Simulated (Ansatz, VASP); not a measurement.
**Two plane-wave programs on TiCo**

File INCAR:

```
SYSTEM = TiCo
ALGO     = Normal         ! electronic algorithm
EDIFF    = 1E-6           ! SCF threshold, eV
ENCUT    = 520            ! plane-wave cutoff, eV
GGA      = PS             ! functional
ISIF     = 2              ! what is computed and relaxed
ISMEAR   = 0              ! smearing method
ISPIN    = 2              ! spin polarisation
LASPH    = .True.         ! aspherical terms in the spheres
LCHARG   = .True.         ! write CHGCAR
LELF     = .True.         ! ELF
LMAXMIX  = 4              ! l up to which the mixer works
LORBIT   = 11             ! projections on sites
LREAL    = .False.        ! projectors in reciprocal space
LVHAR    = .True.       
LWAVE    = .False.        ! write WAVECAR
MAGMOM   = 0 0.4          ! initial moments
NBANDS   = 22             ! bands
NELM     = 150            ! most SCF steps
PREC     = Accurate       ! precision mode
SIGMA    = 0.15           ! smearing width, eV
```

Contents of KPOINTS:

```
k-points
0
Gamma
  16 16 16
  0 0 0
```

The input POSCAR:

```
TiCo
1.0
    2.9861109900      0.0000000000      0.0000000000
    0.0000000000      2.9861109900      0.0000000000
    0.0000000000      0.0000000000      2.8965276603
Ti Co
1 1
Direct
    0.0000000000      0.0000000000      0.0000000000
    0.5000000000      0.5000000000      0.5000000000
```

Input for Ansatz:

```yaml
crystal:
  lattice:
    - [2.98611099, 0.0, 0.0]
    - [0.0, 2.98611099, 0.0]
    - [0.0, 0.0, 2.8965276603]
  atoms:
    - { symbol: Ti, position: [0.0, 0.0, 0.0] }
    - { symbol: Co, position: [0.5, 0.5, 0.5], spin: 0.4 }
basis:
  ecutwfc: 420
kpoints:
  mp_grid: { grid: [16, 16, 16] }
hamiltonian:
  xc: pbesol
scf:
  occupations: { method: gaussian, width: 0.15 }
output:
  forces: true
  stress: true
  eigenvalues: true
  populations: true
magnetization:
  spin_polarized: true
```

Change from the starting cell: strain -0.0300 x Voigt [0, 0, 1, 0, 0, 0], atoms carried along.

Alike in both runs: task single point; functional PBEsol; k mesh 16 × 16 × 16; occupations gaussian, width 0.15 eV; collinear spin.

```csv
,VASP,Ansatz
version,VASP 6.6.1,Ansatz 0.2.0
potentials or method,"VASP PAW PBE potentials, release 64 (Ti_sv, Co), cutoff 520 eV","scalar-relativistic, plane waves, PAW"
valence electrons in the cell,21,29
```

Ansatz gave:

| Item | Value |
| --- | --- |
| gap on the k mesh at the Fermi level (eV) | none |
| pressure (GPa) | -3.0 |
| traceless stress, the component that is largest in VASP (GPa) | 2.08 |
| net moment per atom (μB) | 0.34 |
| size of the moment on the site where the two differ most (μB) | 0.74 |

Problem. Which values does VASP return?

Solution. gap on the k mesh at the Fermi level (eV): none; pressure (GPa): -4.9; traceless stress, the component that is largest in VASP (GPa): 0.78; net moment per atom (μB): 0.00; size of the moment on the site where the two differ most (μB): 0.00.

The net moments are unlike, so the other rows may belong to different states. VASP's potentials were made for PBE, not for PBEsol. Site moments also hang on the region over which each program counts them. A gap of «none» marks a metal or a gap that the smearing closes. VASP's potentials hold 21 valence electrons a cell and Ansatz's 29, so a difference there can come from the potentials and not from the codes.
